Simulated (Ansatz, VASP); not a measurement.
## KMgF3 in VASP and in Ansatz

```
K Mg F
1.0
     4.05388    0.00000    0.00000
     0.00000    4.05388    0.00000
     0.00000    0.00000    4.05388
K Mg F
1 1 3
Cartesian
  2.0269 2.0269 2.0269
  0.0000 0.0000 0.0000
  0.0000 2.0269 0.0000
  0.0000 0.0000 2.0269
  2.0269 0.0000 0.0000
```

Alike in both runs: functional PBE; k mesh 6 × 6 × 6; occupations gaussian, width 0.02 eV; no spin polarisation.

Ansatz relaxed the structure, and its values are those at the end. VASP's run is a single point on that final structure, the one shown.

|  | VASP | Ansatz |
| --- | --- | --- |
| version | VASP 6.6.1 | Ansatz 0.2.0 |
| potentials or method | VASP PAW PBE potentials, release 64 (K_sv, Mg, F), cutoff 520 eV | scalar-relativistic, plane waves, PAW |
| valence electrons in the cell | 32 | 40 |

```csv
,VASP,Ansatz,Ansatz less VASP
gap on the k mesh at the Fermi level (eV),6.93,6.96,+0.031
least direct gap on the mesh (eV),7.25,7.28,+0.029
pressure (GPa),-0.4,0.0,+0.42
```

VASP's potentials hold 32 valence electrons a cell and Ansatz's 40, so a difference there can come from the potentials and not from the codes.
